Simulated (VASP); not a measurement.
# TaN (P-6m2) in VASP: further runs

TaN is run at these levels: r2SCAN; tasks: single point.

All numbers are computed with VASP 6.6.1; they aren't measurements. Logs are shortened: lines on timing, memory, paths and dates and some standing lists are left out, and cuts for length are marked.

**1. The cell of the first run**

The structure is hexagonal, space group P-6m2 (No. 187). Conventional cell: a = 2.936 Å, b = 2.936 Å, c = 2.885 Å, α = 90.00°, β = 90.00°, γ = 120.00°. Within 2.9 Å of Ta (site symmetry -6m2) lie 6 N at 2.23 Å and 2 Ta at 2.88 Å. N (site symmetry -6m2) has 6 Ta at 2.23 Å and 2 N at 2.88 Å within 2.9 Å.

**2. Single point, r2SCAN**

POSCAR reads:

```
TaN
1.0
    2.9361983244      0.0000000000      0.0000000000
   -1.4680991622      2.5428223395      0.0000000000
    0.0000000000      0.0000000000      2.8845837842
Ta N
1 1
Direct
    0.0000000000      0.0000000000      0.5000000000
    0.6666666667      0.3333333333      0.0000000000
```

INCAR.step1 reads:

```
SYSTEM = TaN
  ALGO = Normal
  EDIFF = 1E-4
  ENCUT = 520
  GGA = PE
  ISMEAR = -1
  LASPH = .True.
  LCHARG = .False.
  LREAL = .False.
  LWAVE = .True.
  NBANDS = 15
  NELM = 100
  PREC = Accurate
  SIGMA = 0.1
```

INCAR.step2 reads:

```
SYSTEM = TaN
  ALGO = Normal
  EDIFF = 1E-6
  ENCUT = 520
  ISIF = 2
  ISMEAR = -1
  ISTART = 1
  LASPH = .True.
  LCHARG = .False.
  LMIXTAU = .True.
  LREAL = .False.
  LWAVE = .False.
  METAGGA = R2SCAN
  NBANDS = 15
  NELM = 100
  PREC = Accurate
  SIGMA = 0.1
```

KPOINTS reads:

```
k-points
0
Gamma
  18 18 16
  0 0 0
```

Potentials or basis: VASP PAW PBE potentials, release 64 (Ta_pv, N).

The run is started by

```
> cat potpaw_PBE.64/Ta_pv/POTCAR potpaw_PBE.64/N/POTCAR > POTCAR
> cp INCAR.step1 INCAR
> mpirun -np 1 vasp_std > vasp.out
> cp INCAR.step2 INCAR
> mpirun -np 1 vasp_std > vasp.out
```

OUTCAR:

```text
SYSTEM = TaN
   EDIFF = 1E-6
   ENCUT = 520
   ISIF = 2
   ISMEAR = -1
   ISTART = 1
   LASPH = .True.
   LREAL = .False.
   METAGGA = R2SCAN
   NELM = 100
   PREC = Accurate

 ion  position               nearest neighbor table
   1  0.000  0.000  0.500-   2 2.23   2 2.23   2 2.23   2 2.23   2 2.23   2 2.23
   2  0.667  0.333  0.000-   1 2.23   1 2.23   1 2.23   1 2.23   1 2.23   1 2.23

  LATTYP: Found a hexagonal cell.
 ALAT       =     2.9361983244
 C/A-ratio  =     0.9824213032

  Lattice vectors:

 A1 = (   2.9361983244,   0.0000000000,   0.0000000000)
 A2 = (  -1.4680991622,   2.5428223395,   0.0000000000)
 A3 = (   0.0000000000,   0.0000000000,   2.8845837842)

Analysis of symmetry for initial positions (statically):
=====================================================================
 Subroutine PRICEL returns:
 Original cell was already a primitive cell.

 Routine SETGRP: Setting up the symmetry group for a
 hexagonal supercell.

 Subroutine GETGRP returns: Found 12 space group operations
 (whereof 12 operations were pure point group operations)
 out of a pool of 24 trial point group operations.

The static configuration has the point symmetry D_3h.

Analysis of symmetry for dynamics (positions and initial velocities):
=====================================================================
 Subroutine PRICEL returns:
 Original cell was already a primitive cell.

 Routine SETGRP: Setting up the symmetry group for a
 hexagonal supercell.

 Subroutine GETGRP returns: Found 12 space group operations
 (whereof 12 operations were pure point group operations)
 out of a pool of 24 trial point group operations.

The dynamic configuration has the point symmetry D_3h.

 Subroutine INISYM returns: Found 12 space group operations
 (whereof 12 operations are pure point group operations),
 and found     1 'primitive' translations

----------------------------------------------------------------------------------------

                                     Primitive cell

  volume of cell :      21.5370

  direct lattice vectors                    reciprocal lattice vectors
     2.936198324  0.000000000  0.000000000     0.340576449  0.196631905  0.000000000
    -1.468099162  2.542822339  0.000000000     0.000000000  0.393263809  0.000000000
     0.000000000  0.000000000  2.884583784     0.000000000  0.000000000  0.346670464

  length of vectors
     2.936198324  2.936198324  2.884583784     0.393263809  0.393263809  0.346670464

  position of ions in fractional coordinates (direct lattice)
     0.000000000  0.000000000  0.500000000
     0.666666667  0.333333333  0.000000000

  ion indices of the primitive-cell ions
   primitive index   ion index
                 1           1
                 2           2

----------------------------------------------------------------------------------------

 KPOINTS: k-points

Automatic generation of k-mesh.
 Grid dimensions read from file:
 generate k-points for:   18   18   16

 Generating k-lattice:

  Cartesian coordinates                     Fractional coordinates (reciprocal lattice)
     0.018920914  0.010923995  0.000000000     0.055555556  0.000000000  0.000000000
     0.000000000  0.021847989  0.000000000     0.000000000  0.055555556  0.000000000
     0.000000000  0.000000000  0.021666904     0.000000000  0.000000000  0.062500000

  Length of vectors
     0.021847989  0.021847989  0.021666904

  Shift w.r.t. Gamma in fractional coordinates (k-lattice)
     0.000000000  0.000000000  0.000000000

 Subroutine IBZKPT returns following result:
 ===========================================

 Found    333 irreducible k-points:

 Following reciprocal coordinates:
            Coordinates               Weight
  0.000000  0.000000  0.000000      1.000000
  0.055556 -0.000000  0.000000      6.000000
  0.111111 -0.000000  0.000000      6.000000
  0.166667 -0.000000  0.000000      6.000000
  0.222222 -0.000000  0.000000      6.000000
  0.277778  0.000000  0.000000      6.000000
[... 16 lines left out ...]
  0.333333  0.111111  0.000000     12.000000
  0.388889  0.111111  0.000000     12.000000
 [... further k-points ...]
   k-points           NKPTS =    333   k-points in BZ     NKDIM =    333   number of bands    NBANDS=     15
   number of dos      NEDOS =    301   number of ions     NIONS =      2
   total plane-waves  NPLWV =  13824
   dimension x,y,z NGX =    24 NGY =   24 NGZ =   24
   dimension x,y,z NGXF=    48 NGYF=   48 NGZF=   48
   ions per type =               1   1
   NGX,Y,Z   is equivalent  to a cutoff of  13.59, 13.59, 13.83 a.u.
   NGXF,Y,Z  is equivalent  to a cutoff of  27.18, 27.18, 27.66 a.u.
 SYSTEM =  TaN
   PREC   = accura    normal or accurate (medium, high low for compatibility)
   ISTART =      1    job   : 0-new  1-cont  2-samecut
   ICHARG =      0    charge: 1-file 2-atom 10-const
   ISPIN  =      1    spin polarized calculation?
   LNONCOLLINEAR =      F non collinear calculations
   LSORBIT =      F    spin-orbit coupling
   LASPH  =      T    aspherical Exc in radial PAW
   ENCUT  =  520.0 eV  38.22 Ry    6.18 a.u.   5.46  5.46  5.36*2*pi/ulx,y,z
   NELM   =    100;   NELMIN=  2; NELMDL=  0     # of ELM steps
   EDIFF  = 0.1E-05   stopping-criterion for ELM
   LREAL  =      F    real-space projection
   EDIFFG = 0.1E-04   stopping-criterion for IOM
   NSW    =      0    number of steps for IOM
   IBRION =     -1    ionic relax: 0-MD 1-quasi-New 2-CG
   NFREE  =      0    steps in history (QN), initial steepest desc. (CG)
   ISIF   =      2    stress and relaxation
   ISYM   =      2    0-nonsym 1-usesym 2-fastsym
   POTIM  = 0.5000    time-step for ionic-motion
   TEBEG  =    0.0;   TEEND  =   0.0 temperature during run
   PSTRESS=    0.0 pullay stress
   NELECT =      16.0000    total number of electrons
   NUPDOWN=      -1.0000    fix difference up-down
   EMIN   =  10.00;   EMAX   =-10.00  energy-range for DOS
   EFERMI =   0.00;   METHOD = LEGACY
   ISMEAR =    -1;   SIGMA  =   0.10  broadening in eV -4-tet -1-fermi 0-gaus
   EFERMI_NEDOS =   21; number of points for ismear=-14 and -15
   IALGO  =     38    algorithm
   IMIX   =      4    mixing-type and parameters
     AMIX     =   0.40;   BMIX     =  1.00
     AMIX_MAG =   1.60;   BMIX_MAG =  1.00
  volume/ion in A,a.u.               =      10.77        72.67
  Fermi-wavevector in a.u.,A,eV,Ry     =   1.482700  2.801897 29.911041  2.198399
  Thomas-Fermi vector in A             =   2.596453
   LORBIT       =      0    0 simple, 1 ext, 2 COOP (PROOUT), +10 PAW based schemes
   METAGGA = R2SCAN    functional components
   LHFCALC =     F    Hartree Fock is set to
   AEXX    =    0.0000 exact exchange contribution
   IVDW    =     0    specifies the selected vdW correction
   LEPSILON=     F    determine dielectric tensor
   LRPA    =     F    only Hartree local field effects (RPA)
 non-spin polarized calculation
  energy-cutoff  :      520.00
  volume of cell :       21.54
 maximum number of plane-waves:       605
 NGX is ok and might be reduce to    24
   NGX = 11   NGY = 11   NGZ = 11

 number of electron      16.0000001 magnetization

 Free energy of the ion-electron system (eV)
  ---------------------------------------------------
  ext. energy  EPLUGINS =         0.00000000
  ---------------------------------------------------
  free energy    TOTEN  =       -60.39637039 eV

  energy without entropy =      -60.39424036  energy(sigma->0) =      -60.39530538

 E-fermi :   8.2067     XC(G=0): -14.3524

 val. band max:        8.1789666961   @ k =   0.0000   0.0000   0.4375
 cond. band min:       8.2524491797   @ k =   0.0556  -0.0000   0.5000
 fundamental gap:      0.0734824836
 Fermi energy:         8.2067490279

 k-point     1 :       0.0000    0.0000    0.0000
  band No.  band energies     occupation
      1     -27.9163      2.00000
      2     -27.6517      2.00000
      3     -27.6517      2.00000
      4     -10.5875      2.00000
      5       3.4025      2.00000
      6       3.4025      2.00000
      7       3.8237      2.00000
      8       5.0713      2.00000
      9      10.7276      0.00000
     10      11.9758      0.00000
     11      11.9758      0.00000
     12      12.4559      0.00000
     13      12.4559      0.00000
     14      18.8337      0.00000
     15      22.2604      0.00000

 k-point     2 :       0.0556   -0.0000    0.0000
  band No.  band energies     occupation
      1     -27.9119      2.00000
      2     -27.6870      2.00000
      3     -27.6591      2.00000
      4     -10.5224      2.00000
      5       3.1992      2.00000
      6       3.4527      2.00000
      7       3.9168      2.00000
      8       4.9758      2.00000
      9      10.9778      0.00000
     10      11.8359      0.00000
     11      11.9851      0.00000
     12      12.4217      0.00000
     13      12.5476      0.00000
     14      18.8337      0.00000
     15      22.2392      0.00000

 k-point     3 :       0.1111   -0.0000    0.0000
  band No.  band energies     occupation
      1     -27.8992      2.00000
      2     -27.7874      2.00000
      3     -27.6805      2.00000
      4     -10.3345      2.00000
      5       2.6986      2.00000
      6       3.5956      2.00000
      7       4.1544      2.00000
      8       4.7157      2.00000
      9      11.3876      0.00000
     10      11.7183      0.00000
     11      12.0221      0.00000
     12      12.3246      0.00000
     13      12.7881      0.00000
     14      18.8338      0.00000
     15      22.1871      0.00000

 k-point     4 :       0.1667   -0.0000    0.0000
  band No.  band energies     occupation
      1     -27.9382      2.00000
      2     -27.8796      2.00000
      3     -27.7131      2.00000
      4     -10.0447      2.00000
      5       2.0599      2.00000
      6       3.8092      2.00000
      7       4.3519      2.00000
      8       4.4833      2.00000
      9      10.9650      0.00000
     10      12.1107      0.00000
     11      12.1798      0.00000
     12      12.5659      0.00000
     13      13.0953      0.00000
     14      18.8337      0.00000
     15      22.1566      0.00000
[... 307 lines left out ...]
 k-point    22 :       0.2778    0.1111    0.0000
  band No.  band energies     occupation
      1     -28.4689      2.00000
      2     -27.8992      2.00000
      3     -27.7989      2.00000
      4      -8.8026      2.00000
      5       0.3268      2.00000
      6       3.1821      2.00000
      7       3.9894      2.00000
      8       5.6028      2.00000
      9      10.2487      0.00000
     10      11.0957      0.00000
     11      13.1975      0.00000
     12      14.3644      0.00000
     13      15.5231      0.00000
     14      18.8331      0.00000
     15      22.7166      0.00000

 k-point    23 :       0.3333    0.1111    0.0000
  band No.  band energies     occupation
      1     -28.5856      2.00000
      2     -27.9404      2.00000
      3     -27.7802      2.00000
      4      -8.4975      2.00000
      5       0.0135      2.00000
      6       2.9569      2.00000
      7       3.8690      2.00000
      8       5.7403      2.00000
      9      10.7269      0.00000
     10      10.8770      0.00000
     11      13.2515      0.00000
     12      14.5267      0.00000
     13      16.4012      0.00000
     14      18.8318      0.00000
     15      22.1593      0.00000

 k-point    24 :       0.3889    0.1111    0.0000
  band No.  band energies     occupation
      1     -28.6606      2.00000
      2     -27.9672      2.00000
      3     -27.7680      2.00000
      4      -8.2926      2.00000
      5      -0.1790      2.00000
      6       2.8163      2.00000
      7       3.7508      2.00000
      8       5.7970      2.00000
      9      10.7370      0.00000
     10      11.4049      0.00000
     11      12.9773      0.00000
     12      14.6129      0.00000
     13      17.2874      0.00000
     14      18.8285      0.00000
     15      21.1458      0.00000

 [... further k-points ...]
[... 5 lines left out ...]
  --------------------------------------------------------------------------------------
  -------------------------------------------------------------------------------------
  Total        0.2053848      0.2053848      0.2357743      0.0000000     -0.0000000      0.0000000
  in kB       15.2789810     15.2789810     17.5397140      0.0000000     -0.0000000      0.0000000
  external PRESSURE =      16.0325586 kB  Pullay stress =       0.0000000 kB

 VOLUME and BASIS-vectors are now :
 -----------------------------------------------------------------------------
  energy-cutoff  :      520.00
  volume of cell :       21.54
      direct lattice vectors                 reciprocal lattice vectors
     2.936198324  0.000000000  0.000000000     0.340576449  0.196631905  0.000000000
    -1.468099162  2.542822339  0.000000000     0.000000000  0.393263809  0.000000000
     0.000000000  0.000000000  2.884583784     0.000000000  0.000000000  0.346670464

 POSITION                                       TOTAL-FORCE (eV/Angst)
 -----------------------------------------------------------------------------------
      0.00000      0.00000      1.44229        -0.000000      0.000000      0.000000
      1.46810      0.84761      0.00000         0.000000     -0.000000      0.000000
 -----------------------------------------------------------------------------------
    total drift:                                0.000000     -0.000000      0.000000

  FREE ENERGIE OF THE ION-ELECTRON SYSTEM (eV)
  ---------------------------------------------------
  free  energy   TOTEN  =       -60.3963703907 eV

  energy  without entropy=      -60.3942403608  energy(sigma->0) =      -60.39530538
```

Run time: 1.8 min. Hardware: 1 thread of Intel Xeon 6975P-C (Granite Rapids), shared host; peak memory 0.23 GiB.

What came out:

```yaml
Free_energy: -60.3964 eV
Pressure: 1.6 GPa
Band_gap_on_the_k_mesh: zero (band 8 reaches 8.63 eV, above the bottom of band 9 at 8.14 eV)
```

Caveat: the PAW data sets were made with another functional, which shifts forces and pressure a little; spin-orbit coupling is left out, which moves the levels of the heavy elements.

**3. Single point, r2SCAN**

POSCAR reads:

```
TaN
1.0
    2.9361982963      0.0000000000      0.0000000000
   -1.4680991482      2.5428223152      0.0000000000
    0.0000000000      0.0000000000      2.8845837268
Ta N
1 1
Direct
    0.0000000000      0.0000000000      0.5000000000
    0.6666666667      0.3333333333      0.0000000000
```

INCAR.step1 reads:

```
SYSTEM = TaN
  PREC = Accurate
  ENCUT = 520
  ISMEAR = -1
  SIGMA = 0.1
  LREAL = .FALSE.
  LASPH = .TRUE.
  NELM = 100
  NBANDS = 15
  GGA = PE
  ALGO = Normal
  EDIFF = 1E-4
  LWAVE = .TRUE.
  LCHARG = .FALSE.
```

INCAR.step2 reads:

```
SYSTEM = TaN
  PREC = Accurate
  ENCUT = 520
  EDIFF = 1E-6
  ISMEAR = -1
  SIGMA = 0.1
  LREAL = .FALSE.
  LASPH = .TRUE.
  NELM = 100
  ALGO = Normal
  ISIF = 2
  LWAVE = .FALSE.
  LCHARG = .FALSE.
  METAGGA = R2SCAN
  LMIXTAU = .TRUE.
  NBANDS = 15
  ISTART = 1
```

KPOINTS reads:

```
regular mesh
0
G
  18 18 16
  0 0 0
```

Potentials or basis: VASP PAW PBE potentials, release 64 (Ta_pv, N).

The run is started by

```
> cat potpaw_PBE.64/Ta_pv/POTCAR potpaw_PBE.64/N/POTCAR > POTCAR
> cp INCAR.step1 INCAR
> mpirun -np 1 vasp_std > vasp.out
> cp INCAR.step2 INCAR
> mpirun -np 1 vasp_std > vasp.out
```

Run time: 1.7 min. Hardware: 1 thread of Intel Xeon 6975P-C (Granite Rapids), shared host; peak memory 0.23 GiB.

Results (log left out):

```yaml
Free_energy: -60.3964 eV
Pressure: 1.6 GPa
Band_gap_on_the_k_mesh: zero (band 8 reaches 8.63 eV, above the bottom of band 9 at 8.14 eV)
```

Stress tensor (GPa, compression positive):
```
1.53 0.00 0.00
0.00 1.53 0.00
0.00 0.00 1.75
```

Levels at points of the mesh, in eV from the Fermi level:
| k point | band 6 | band 7 | band 8 | band 9 | band 10 | band 11 |
| --- | --- | --- | --- | --- | --- | --- |
| (0.00, 0.00, 0.00) | -4.80 | -4.38 | -3.14 | 2.52 | 3.77 | 3.77 |
| (0.50, 0.00, 0.00) | -5.45 | -3.60 | -3.39 | 3.23 | 4.18 | 5.48 |
| (0.00, 0.00, 0.50) | -3.95 | -3.95 | -0.07 | -0.07 | 2.39 | 3.65 |
| (0.50, 0.00, 0.50) | -6.45 | -5.92 | -0.50 | 4.49 | 5.51 | 6.12 |

Caveat: the PAW data sets were made with another functional, which shifts forces and pressure a little; spin-orbit coupling is left out, which moves the levels of the heavy elements.
